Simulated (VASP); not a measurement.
Runs of VASP 6.6.1 on Ta. The structure is that of space group I4/mmm (No. 139), or close to it. The cells are those of the table. 

```csv
cell,further INCAR settings,gap on the mesh (eV),pressure (GPa)
"a = 3.129 Å, angles 107.9, 115.9, 104.8°, 1 atom",ALGO = Fast; EDIFF = 1e-07; NBANDS = 12,none,-28.9
"a = 3.054 Å, angles 105.8, 114.2, 108.5°, 1 atom",ALGO = Fast; EDIFF = 1e-06; NBANDS = 12,none,(a)
"a = 3.091 Å, angles 106.8, 115.1, 106.7°, 1 atom",ALGO = Fast; EDIFF = 1e-07; NBANDS = 12,none,-26.8
"a = 3.064 Å, angles 108.2, 114.4, 105.9°, 1 atom",ALGO = Fast; EDIFF = 1e-07; NBANDS = 12,none,-24.8
"a = 3.076 Å, angles 110.6, 114.7, 103.3°, 1 atom",ALGO = Fast; EDIFF = 1e-06; NBANDS = 12,none,(b)
```

Alike in all rows: task single point; level PBE; potentials or basis VASP PAW PBE potentials, release 64 (Ta_pv); no spin polarisation; k mesh 18 × 18 × 18; cutoff (eV) 520; smearing gaussian 0.15 eV.

Fill in the values left out.

(a) -24.0; (b) -25.2.

Caveats: the cell stands under tension; spin-orbit coupling is left out, which moves the levels of the heavy elements.

A k mesh can miss the band edges, and the runs leave out spin-orbit coupling on Ta.

A gap of «none» marks levels without a gap at the run's occupations.
